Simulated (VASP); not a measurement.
Wanted: the native input for a VASP 6.6.1 run.

* Task: single point
* Functional: PBE
* Potentials or basis: VASP PAW PBE potentials, release 64 (Se)
* Cutoff: 520 eV
* k mesh: 6 × 6 × 6
* Occupations: gaussian, width 0.02 eV
* Spin: no spin polarisation
* Dipole correction: no
* Further INCAR settings: ALGO = Normal; EDIFF = 1e-06; NBANDS = 16

The structure of Se lies in POSCAR:

```
Se
1.0
    4.1211009103      0.0000000000      0.0000000000
   -2.0605504552      3.5689780798      0.0000000000
    0.0000000000      0.0000000000      5.1119881978
Se
3
Direct
    0.2436327694      0.0000000000      0.3333333333
    0.0000000000      0.2436327694      0.6666666667
    0.7563672306      0.7563672306      0.0000000000
```

One way to write it, as run:

INCAR

```
PREC = Accurate ; ENCUT = 520
EDIFF = 1E-6 ; ISMEAR = 0
SIGMA = 0.02 ; LREAL = F
LASPH = T ; NELM = 80
ALGO = Normal ; ISIF = 2
LWAVE = F ; LCHARG = T
GGA = PE ; LELF = T
LVHAR = T ; NBANDS = 16
```

KPOINTS

```
Automatic mesh
0
Gamma
  6 6 6
```

Potentials or basis: VASP PAW PBE potentials, release 64 (Se).

Command:

```bash
$ cat potpaw_PBE.64/Se/POTCAR > POTCAR
$ mpirun -np 1 vasp_std > vasp.out
```

Results of the run:

* Pressure: 2.1 GPa
* Largest force: 0.021 eV/Å
* Band gap on the k mesh: 0.63 eV, direct

Run time: 29 s on 1 thread of Intel Xeon 6975P-C, with other jobs on the host, peak memory 0.2 GiB.
